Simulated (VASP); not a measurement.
Set up this calculation in VASP 6.6.1, as the native input.

- Task: single point
- Functional: PBE
- Potentials or basis: VASP PAW PBE potentials, release 64 (Li_sv, S)
- Cutoff: 520 eV
- k mesh: 6 × 6 × 4
- Occupations: gaussian, width 0.1 eV
- Spin: no spin polarisation
- Dipole correction: no
- Further INCAR settings: ALGO = Normal; EDIFF = 1e-07; NBANDS = 18

The structure of Li3S2 lies in POSCAR:

```
Li3S2
1.0
    3.8468414000      0.0000000000      0.0000000000
   -1.9234207000      3.3314623767      0.0000000000
    0.0000000000      0.0000000000      5.9850603507
Li S
3 2
Direct
    0.0000000000      0.0000000000      0.0000000000
    0.3333333333      0.6666666667      0.6450000000
    0.6666666667      0.3333333333      0.3550000000
    0.3333333333      0.6666666667      0.2450000000
    0.6666666667      0.3333333333      0.7550000000
```

These files were run (other wordings do the same):

INCAR

```
  PREC = Accurate
  ENCUT = 520
  EDIFF = 1E-7
  ISMEAR = 0
  SIGMA = 0.1
  LREAL = False
  LASPH = True
  NELM = 100
  ALGO = Normal
  ISIF = 2
  LWAVE = False
  LCHARG = True
  GGA = PE
  LELF = True
  LVHAR = True
  NBANDS = 18
```

KPOINTS

```
regular mesh
0
Gamma
  6 6 4
```

Potentials or basis: VASP PAW PBE potentials, release 64 (Li_sv, S).

Run with:

```sh
$ cat potpaw_PBE.64/Li_sv/POTCAR potpaw_PBE.64/S/POTCAR > POTCAR
$ mpirun -np 1 vasp_std > vasp.out
```

Results of the run:

```yaml
Largest_force: 0.351 eV/Å
```

Run time: 35 s on 1 thread of Intel(R) Xeon(R) Platinum 8259CL CPU @ 2.50GHz (Skylake/Cascade Lake), on a shared host, peak memory 0.19 GiB.
